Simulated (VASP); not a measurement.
# SnO2 (Pbcn) in VASP: further runs

SnO2 is run at these levels: PBE; tasks: single point.

All numbers are computed with VASP 6.6.1; they aren't measurements. Logs are shortened: lines on timing, memory, paths and dates and some standing lists are left out, and cuts for length are marked.

### 1 The cell of the first run

It takes space group Pbcn (No. 60, orthorhombic). Conventional cell: a = 4.684 Å, b = 5.361 Å, c = 5.187 Å, α = 90.00°, β = 90.00°, γ = 90.00°. Within 2.6 Å of Sn (site symmetry 2) lie 6 O at 1.97 to 2.04 Å. Within 3.2 Å of O (site symmetry 1) lie 4 Sn at 1.97 to 3.18 Å and 12 O at 2.57 to 3.09 Å.

### 2 Single point, PBE (10.85 Å³/atom)

The input, INCAR:

```
SYSTEM = SnO2
PREC = Accurate
ENCUT = 520
EDIFF = 1E-6
ISMEAR = 0
SIGMA = 0.05
LREAL = .False.
LASPH = .True.
NELM = 100
ALGO = Normal
ISIF = 2
LWAVE = .False.
LCHARG = .False.
GGA = PE
NBANDS = 64
```

The input, KPOINTS:

```
regular mesh
0
Gamma
  6 6 6
  0 0 0
```

The input, POSCAR:

```
SnO2
1.0
    4.6835252311      0.0000000000      0.0000000000
    0.0000000000      5.3612584749      0.0000000000
    0.0000000000      0.0000000000      5.1871816081
Sn O
4 8
Direct
    0.5000000000      0.6651654903      0.7500000000
    0.0000000000      0.8348345097      0.2500000000
    0.5000000000      0.3348345097      0.2500000000
    0.0000000000      0.1651654903      0.7500000000
    0.7301204269      0.6070551965      0.0781681516
    0.2301204269      0.8929448035      0.9218318484
    0.7698795731      0.8929448035      0.5781681516
    0.2698795731      0.6070551965      0.4218318484
    0.7301204269      0.3929448035      0.5781681516
    0.2301204269      0.1070551965      0.4218318484
    0.7698795731      0.1070551965      0.0781681516
    0.2698795731      0.3929448035      0.9218318484
```

Potentials or basis: VASP PAW PBE potentials, release 64 (Sn_d, O).

Command:

```console
$ cat potpaw_PBE.64/Sn_d/POTCAR potpaw_PBE.64/O/POTCAR > POTCAR
$ mpirun -np 1 vasp_std > vasp.out
```

OUTCAR:

```text
SYSTEM = SnO2
   PREC = Accurate
   ENCUT = 520
   EDIFF = 1E-6
   ISMEAR = 0
   LREAL = .False.
   LASPH = .True.
   NELM = 100
   ISIF = 2
   GGA = PE

 ion  position               nearest neighbor table
   1  0.500  0.665  0.750-   6 1.97   7 1.97   9 2.02  12 2.02   5 2.04   8 2.04   3 3.14   3 3.14
                             4 3.56   4 3.56   4 3.56   4 3.56   2 3.61   2 3.61   2 3.61   2 3.61
   2  0.000  0.835  0.250-   5 1.97   8 1.97  10 2.02  11 2.02   7 2.04   6 2.04   4 3.14   4 3.14
                             3 3.56   3 3.56   3 3.56   3 3.56   1 3.61   1 3.61   1 3.61   1 3.61
   3  0.500  0.335  0.250-  10 1.97  11 1.97   5 2.02   8 2.02   9 2.04  12 2.04   1 3.14   1 3.14
                             2 3.56   2 3.56   2 3.56   2 3.56   4 3.61   4 3.61   4 3.61   4 3.61
   4  0.000  0.165  0.750-   9 1.97  12 1.97   6 2.02   7 2.02  11 2.04  10 2.04   2 3.14   2 3.14
                             1 3.56   1 3.56   1 3.56   1 3.56   3 3.61   3 3.61   3 3.61   3 3.61
   5  0.730  0.607  0.078-   2 1.97   3 2.02   1 2.04
   6  0.230  0.893  0.922-   1 1.97   4 2.02   2 2.04
   7  0.770  0.893  0.578-   1 1.97   4 2.02   2 2.04
   8  0.270  0.607  0.422-   2 1.97   3 2.02   1 2.04
   9  0.730  0.393  0.578-   4 1.97   1 2.02   3 2.04
  10  0.230  0.107  0.422-   3 1.97   2 2.02   4 2.04
  11  0.770  0.107  0.078-   3 1.97   2 2.02   4 2.04
  12  0.270  0.393  0.922-   4 1.97   1 2.02   3 2.04

  LATTYP: Found a simple orthorhombic cell.
 ALAT       =     4.6835252311
 B/A-ratio  =     1.1075378806
 C/A-ratio  =     1.1447057954

  Lattice vectors:

 A1 = (  -4.6835252311,   0.0000000000,   0.0000000000)
 A2 = (   0.0000000000,   0.0000000000,   5.1871816081)
 A3 = (   0.0000000000,   5.3612584749,   0.0000000000)

Analysis of symmetry for initial positions (statically):
=====================================================================
 Subroutine PRICEL returns:
 Original cell was already a primitive cell.

 Routine SETGRP: Setting up the symmetry group for a
 simple orthorhombic supercell.

 Subroutine GETGRP returns: Found  8 space group operations
 (whereof  2 operations were pure point group operations)
 out of a pool of  8 trial point group operations.

The static configuration has the point symmetry S_2 .
 The point group associated with its full space group is D_2h.

Analysis of symmetry for dynamics (positions and initial velocities):
=====================================================================
 Subroutine PRICEL returns:
 Original cell was already a primitive cell.

 Routine SETGRP: Setting up the symmetry group for a
 simple orthorhombic supercell.

 Subroutine GETGRP returns: Found  8 space group operations
 (whereof  2 operations were pure point group operations)
 out of a pool of  8 trial point group operations.

The dynamic configuration has the point symmetry S_2 .
 The point group associated with its full space group is D_2h.

 Subroutine INISYM returns: Found  8 space group operations
 (whereof  2 operations are pure point group operations),
 and found     1 'primitive' translations

----------------------------------------------------------------------------------------

                                     Primitive cell

  volume of cell :     130.2480

  direct lattice vectors                    reciprocal lattice vectors
     4.683525231  0.000000000  0.000000000     0.213514383  0.000000000  0.000000000
     0.000000000  5.361258475  0.000000000     0.000000000  0.186523370  0.000000000
     0.000000000  0.000000000  5.187181608     0.000000000  0.000000000  0.192782917

  length of vectors
     4.683525231  5.361258475  5.187181608     0.213514383  0.186523370  0.192782917

  position of ions in fractional coordinates (direct lattice)
     0.500000000  0.665165490  0.750000000
     0.000000000  0.834834510  0.250000000
     0.500000000  0.334834510  0.250000000
     0.000000000  0.165165490  0.750000000
     0.730120427  0.607055196  0.078168152
     0.230120427  0.892944804  0.921831848
     0.769879573  0.892944804  0.578168152
     0.269879573  0.607055196  0.421831848
     0.730120427  0.392944804  0.578168152
     0.230120427  0.107055196  0.421831848
     0.769879573  0.107055196  0.078168152
     0.269879573  0.392944804  0.921831848

  ion indices of the primitive-cell ions
   primitive index   ion index
                 1           1
                 2           2
                 3           3
                 4           4
                 5           5
                 6           6
                 7           7
                 8           8
                 9           9
                10          10
                11          11
                12          12

----------------------------------------------------------------------------------------

 KPOINTS: regular mesh

Automatic generation of k-mesh.
 Grid dimensions read from file:
 generate k-points for:    6    6    6

 Generating k-lattice:

  Cartesian coordinates                     Fractional coordinates (reciprocal lattice)
     0.035585731  0.000000000  0.000000000     0.166666667  0.000000000  0.000000000
     0.000000000  0.031087228  0.000000000     0.000000000  0.166666667  0.000000000
     0.000000000  0.000000000  0.032130486     0.000000000  0.000000000  0.166666667

  Length of vectors
     0.035585731  0.031087228  0.032130486

  Shift w.r.t. Gamma in fractional coordinates (k-lattice)
     0.000000000  0.000000000  0.000000000

 Subroutine IBZKPT returns following result:
 ===========================================

 Found     64 irreducible k-points:

 Following reciprocal coordinates:
            Coordinates               Weight
  0.000000  0.000000  0.000000      1.000000
  0.166667  0.000000  0.000000      2.000000
  0.333333  0.000000  0.000000      2.000000
  0.500000  0.000000  0.000000      1.000000
  0.000000  0.166667  0.000000      2.000000
  0.166667  0.166667  0.000000      4.000000
[... 16 lines left out ...]
  0.333333  0.166667  0.166667      8.000000
  0.500000  0.166667  0.166667      4.000000
 [... further k-points ...]
   k-points           NKPTS =     64   k-points in BZ     NKDIM =     64   number of bands    NBANDS=     64
   number of dos      NEDOS =    301   number of ions     NIONS =     12
   total plane-waves  NPLWV =  57600
   dimension x,y,z NGX =    36 NGY =   40 NGZ =   40
   dimension x,y,z NGXF=    72 NGYF=   80 NGZF=   80
   ions per type =               4   8
   NGX,Y,Z   is equivalent  to a cutoff of  12.78, 12.40, 12.82 a.u.
   NGXF,Y,Z  is equivalent  to a cutoff of  25.56, 24.81, 25.64 a.u.
 SYSTEM =  SnO2
   PREC   = accura    normal or accurate (medium, high low for compatibility)
   ISTART =      0    job   : 0-new  1-cont  2-samecut
   ICHARG =      2    charge: 1-file 2-atom 10-const
   ISPIN  =      1    spin polarized calculation?
   LNONCOLLINEAR =      F non collinear calculations
   LSORBIT =      F    spin-orbit coupling
   LASPH  =      T    aspherical Exc in radial PAW
   ENCUT  =  520.0 eV  38.22 Ry    6.18 a.u.   8.71  9.97  9.64*2*pi/ulx,y,z
   NELM   =    100;   NELMIN=  2; NELMDL= -5     # of ELM steps
   EDIFF  = 0.1E-05   stopping-criterion for ELM
   LREAL  =      F    real-space projection
   EDIFFG = 0.1E-04   stopping-criterion for IOM
   NSW    =      0    number of steps for IOM
   IBRION =     -1    ionic relax: 0-MD 1-quasi-New 2-CG
   NFREE  =      0    steps in history (QN), initial steepest desc. (CG)
   ISIF   =      2    stress and relaxation
   ISYM   =      2    0-nonsym 1-usesym 2-fastsym
   POTIM  = 0.5000    time-step for ionic-motion
   TEBEG  =    0.0;   TEEND  =   0.0 temperature during run
   PSTRESS=    0.0 pullay stress
   NELECT =     104.0000    total number of electrons
   NUPDOWN=      -1.0000    fix difference up-down
   EMIN   =  10.00;   EMAX   =-10.00  energy-range for DOS
   EFERMI =   0.00;   METHOD = LEGACY
   ISMEAR =     0;   SIGMA  =   0.05  broadening in eV -4-tet -1-fermi 0-gaus
   EFERMI_NEDOS =   21; number of points for ismear=-14 and -15
   IALGO  =     38    algorithm
   IMIX   =      4    mixing-type and parameters
     AMIX     =   0.40;   BMIX     =  1.00
     AMIX_MAG =   1.60;   BMIX_MAG =  1.00
  volume/ion in A,a.u.               =      10.85        73.25
  Fermi-wavevector in a.u.,A,eV,Ry     =   1.518783  2.870083 31.384563  2.306700
  Thomas-Fermi vector in A             =   2.627857
   LORBIT       =      0    0 simple, 1 ext, 2 COOP (PROOUT), +10 PAW based schemes
   GGA     = PE    functional components
   LHFCALC =     F    Hartree Fock is set to
   AEXX    =    0.0000 exact exchange contribution
   IVDW    =     0    specifies the selected vdW correction
   LEPSILON=     F    determine dielectric tensor
   LRPA    =     F    only Hartree local field effects (RPA)
 non-spin polarized calculation
 Gauss-broadening in eV      SIGMA  =   0.05
  energy-cutoff  :      520.00
  volume of cell :      130.25
 maximum number of plane-waves:      3552
 NGX is ok and might be reduce to    36
   NGX = 17   NGY = 19   NGZ = 19

 number of electron     103.9999981 magnetization

 Free energy of the ion-electron system (eV)
  ---------------------------------------------------
  ext. energy  EPLUGINS =         0.00000000
  ---------------------------------------------------
  free energy    TOTEN  =       -72.58010209 eV

  energy without entropy =      -72.58010209  energy(sigma->0) =      -72.58010209

 E-fermi :   7.3349     XC(G=0): -11.8058

 val. band max:        7.1263780407   @ k =   0.0000   0.0000   0.0000
 cond. band min:       9.3915478113   @ k =   0.0000   0.0000   0.0000
 fundamental gap:      2.2651697706
 Fermi energy:         7.3348506915

 k-point     1 :       0.0000    0.0000    0.0000
  band No.  band energies     occupation
      1     -13.8214      2.00000
      2     -13.7034      2.00000
      3     -13.6052      2.00000
      4     -13.0539      2.00000
      5     -12.9360      2.00000
      6     -12.7149      2.00000
[... 1597 lines left out ...]
     63      18.8030      0.00000
     64      18.8517      0.00000

 [... further k-points ...]

------------------------ aborting loop because EDIFF is reached ----------------------------------------

  FORCE on cell =-STRESS in cart. coord.  units (eV):
  Direction    XX          YY          ZZ          XY          YZ          ZX
  --------------------------------------------------------------------------------------
  -------------------------------------------------------------------------------------
  Total       23.5108359     32.4298354     23.2419659      0.0000000      0.0000000      0.0000000
  in kB      289.2061931    398.9185790    285.8988309      0.0000000      0.0000000      0.0000000
  external PRESSURE =     324.6745343 kB  Pullay stress =       0.0000000 kB

 VOLUME and BASIS-vectors are now :
 -----------------------------------------------------------------------------
  energy-cutoff  :      520.00
  volume of cell :      130.25
      direct lattice vectors                 reciprocal lattice vectors
     4.683525231  0.000000000  0.000000000     0.213514383  0.000000000  0.000000000
     0.000000000  5.361258475  0.000000000     0.000000000  0.186523370  0.000000000
     0.000000000  0.000000000  5.187181608     0.000000000  0.000000000  0.192782917

 POSITION                                       TOTAL-FORCE (eV/Angst)
 -----------------------------------------------------------------------------------
      2.34176      3.56612      3.89039        -0.000000      0.577379     -0.000000
      0.00000      4.47576      1.29680         0.000000     -0.577379     -0.000000
      2.34176      1.79513      1.29680         0.000000     -0.577379      0.000000
      0.00000      0.88549      3.89039        -0.000000      0.577379      0.000000
      3.41954      3.25458      0.40547         0.213393     -0.120079     -0.313871
      1.07777      4.78731      4.78171         0.213393      0.120079      0.313871
      3.60575      4.78731      2.99906        -0.213393      0.120079     -0.313871
      1.26399      3.25458      2.18812        -0.213393     -0.120079      0.313871
      3.41954      2.10668      2.99906         0.213393      0.120079     -0.313871
      1.07777      0.57395      2.18812         0.213393     -0.120079      0.313871
      3.60575      0.57395      0.40547        -0.213393     -0.120079     -0.313871
      1.26399      2.10668      4.78171        -0.213393      0.120079      0.313871
 -----------------------------------------------------------------------------------
    total drift:                                0.000000      0.000000     -0.000000

  FREE ENERGIE OF THE ION-ELECTRON SYSTEM (eV)
  ---------------------------------------------------
  free  energy   TOTEN  =       -72.5801020911 eV

  energy  without entropy=      -72.5801020911  energy(sigma->0) =      -72.58010209
```

Run time: 15 min. Hardware: 1 thread of Intel Xeon 8259CL, shared host; peak memory 0.47 GiB.

What came out:

```yaml
Free_energy: -72.5801 eV
Pressure: 32.5 GPa
Largest_force: 0.577 eV/Å
Band_gap_on_the_k_mesh: 2.27 eV
```

Forces in eV/Å, atoms in the order of the input:
```
Sn   0.000  0.577  0.000
Sn   0.000 -0.577  0.000
Sn   0.000 -0.577  0.000
Sn   0.000  0.577  0.000
O    0.213 -0.120 -0.314
O    0.213  0.120  0.314
O   -0.213  0.120 -0.314
O   -0.213 -0.120  0.314
O    0.213  0.120 -0.314
O    0.213 -0.120  0.314
O   -0.213 -0.120 -0.314
O   -0.213  0.120  0.314
```

Levels at points of the mesh, in eV from the valence-band top:
| k point | band 49 | band 50 | band 51 | band 52 | band 53 | band 54 | band 55 | band 56 |
| --- | --- | --- | --- | --- | --- | --- | --- | --- |
| (0.00, 0.00, 0.00) | -0.53 | -0.46 | -0.05 | 0.00 | 2.27 | 6.96 | 7.26 | 7.32 |
| (0.50, 0.00, 0.00) | -0.35 | -0.35 | -0.09 | -0.09 | 5.41 | 5.41 | 5.98 | 5.98 |
| (0.00, 0.50, 0.00) | -1.11 | -1.11 | -0.35 | -0.35 | 4.93 | 4.93 | 7.92 | 7.92 |
| (0.50, 0.50, 0.00) | -0.71 | -0.71 | -0.47 | -0.47 | 5.85 | 5.85 | 6.86 | 6.86 |
| (0.00, 0.00, 0.50) | -0.56 | -0.56 | -0.05 | -0.05 | 5.32 | 5.32 | 6.88 | 6.88 |
| (0.50, 0.00, 0.50) | -0.27 | -0.27 | -0.27 | -0.27 | 5.79 | 5.79 | 5.79 | 5.79 |
| (0.00, 0.50, 0.50) | -0.55 | -0.55 | -0.55 | -0.55 | 6.41 | 6.41 | 6.41 | 6.41 |
| (0.50, 0.50, 0.50) | -0.65 | -0.65 | -0.65 | -0.65 | 6.34 | 6.34 | 6.34 | 6.34 |

Caveat: the stress differs along the axes, from 29 to 40 GPa; spin-orbit coupling is left out, which moves the levels of the heavy elements.

### 3 Single point, PBE (12.33 Å³/atom)

This run uses another cell than the first one, of 12.33 Å³/atom.

The input, INCAR:

```
PREC = Accurate ; ENCUT = 520
EDIFF = 1E-6 ; ISMEAR = 0
SIGMA = 0.05 ; LREAL = False
LASPH = True ; NELM = 100
ALGO = Normal ; ISIF = 2
LWAVE = False ; LCHARG = False
GGA = PE ; NBANDS = 64
```

The input, KPOINTS:

```
regular mesh
0
Gamma
  6 6 6
```

POSCAR, as its differences from that of step 2:

```diff
@@ -2,5 +2,5 @@
 1.0
-    4.6835252311      0.0000000000      0.0000000000
-    0.0000000000      5.3612584749      0.0000000000
-    0.0000000000      0.0000000000      5.1871816081
+    4.7585580113      0.0000000000      0.0000000000
+    0.0000000000      5.9018493433      0.0000000000
+    0.0000000000      0.0000000000      5.2702832544
 Sn O
```

Potentials or basis: VASP PAW PBE potentials, release 64 (Sn_d, O).

Command:

```console
$ cat potpaw_PBE.64/Sn_d/POTCAR potpaw_PBE.64/O/POTCAR > POTCAR
$ mpirun -np 1 vasp_std > vasp.out
```

OUTCAR:

```text
PREC = Accurate
   ENCUT = 520
   EDIFF = 1E-6
   ISMEAR = 0
   LREAL = False
   LASPH = True
   NELM = 100
   ISIF = 2
   GGA = PE

 ion  position               nearest neighbor table
   1  0.500  0.665  0.750-   6 2.07   7 2.07   5 2.08   8 2.08   9 2.14  12 2.14   3 3.28   3 3.28
                             2 3.69   2 3.69   2 3.69   2 3.69
   2  0.000  0.835  0.250-   5 2.07   8 2.07   7 2.08   6 2.08  10 2.14  11 2.14   4 3.28   4 3.28
                             1 3.69   1 3.69   1 3.69   1 3.69
[... 1849 lines left out ...]
 -----------------------------------------------------------------------------
  energy-cutoff  :      520.00
  volume of cell :      148.01
      direct lattice vectors                 reciprocal lattice vectors
     4.758558011  0.000000000  0.000000000     0.210147696  0.000000000  0.000000000
     0.000000000  5.901849343  0.000000000     0.000000000  0.169438415  0.000000000
     0.000000000  0.000000000  5.270283254     0.000000000  0.000000000  0.189743122

 POSITION                                       TOTAL-FORCE (eV/Angst)
 -----------------------------------------------------------------------------------
      2.37928      3.92571      3.95271         0.000000      0.005890      0.000000
      0.00000      4.92707      1.31757         0.000000     -0.005890      0.000000
      2.37928      1.97614      1.31757         0.000000     -0.005890      0.000000
      0.00000      0.97478      3.95271         0.000000      0.005890      0.000000
      3.47432      3.58275      0.41197         0.073942      0.018019      0.055491
      1.09504      5.27003      4.85831         0.073942     -0.018019     -0.055491
      3.66352      5.27003      3.04711        -0.073942     -0.018019      0.055491
      1.28424      3.58275      2.22317        -0.073942      0.018019     -0.055491
      3.47432      2.31910      3.04711         0.073942     -0.018019      0.055491
      1.09504      0.63182      2.22317         0.073942      0.018019     -0.055491
      3.66352      0.63182      0.41197        -0.073942      0.018019      0.055491
      1.28424      2.31910      4.85831        -0.073942     -0.018019     -0.055491
 -----------------------------------------------------------------------------------
    total drift:                                0.000000      0.000000     -0.000000

  FREE ENERGIE OF THE ION-ELECTRON SYSTEM (eV)
  ---------------------------------------------------
  free  energy   TOTEN  =       -74.3862581518 eV

  energy  without entropy=      -74.3862581518  energy(sigma->0) =      -74.38625815
```

Wall time 17 min (1 thread of Intel Xeon 8259CL, shared host); peak memory 0.53 GiB.

What came out:

```yaml
Free_energy: -74.3863 eV
Pressure: 0.8 GPa
Largest_force: 0.094 eV/Å
Band_gap_on_the_k_mesh: 1.01 eV
```

Forces in eV/Å, atoms in the order of the input:
```
Sn   0.000  0.006  0.000
Sn   0.000 -0.006  0.000
Sn   0.000 -0.006  0.000
Sn   0.000  0.006  0.000
O    0.074  0.018  0.055
O    0.074 -0.018 -0.055
O   -0.074 -0.018  0.055
O   -0.074  0.018 -0.055
O    0.074 -0.018  0.055
O    0.074  0.018 -0.055
O   -0.074  0.018  0.055
O   -0.074 -0.018 -0.055
```

Levels at points of the mesh, in eV from the valence-band top:
| k point | band 50 | band 51 | band 52 | band 53 | band 54 | band 55 |
| --- | --- | --- | --- | --- | --- | --- |
| (0.00, 0.00, 0.00) | -0.19 | -0.04 | 0.00 | 1.01 | 5.81 | 5.85 |
| (0.50, 0.00, 0.00) | -0.25 | -0.03 | -0.03 | 4.19 | 4.19 | 4.97 |
| (0.00, 0.50, 0.00) | -0.82 | -0.04 | -0.04 | 3.72 | 3.72 | 6.49 |
| (0.50, 0.50, 0.00) | -0.53 | -0.12 | -0.12 | 4.61 | 4.61 | 5.74 |
| (0.00, 0.00, 0.50) | -0.20 | -0.16 | -0.16 | 4.10 | 4.10 | 5.88 |
| (0.50, 0.00, 0.50) | -0.21 | -0.21 | -0.21 | 4.65 | 4.65 | 4.65 |
| (0.00, 0.50, 0.50) | -0.25 | -0.25 | -0.25 | 5.17 | 5.17 | 5.17 |
| (0.50, 0.50, 0.50) | -0.29 | -0.29 | -0.29 | 5.05 | 5.05 | 5.05 |

Caveat: spin-orbit coupling is left out, which moves the levels of the heavy elements.

[end of part 1 of 2]
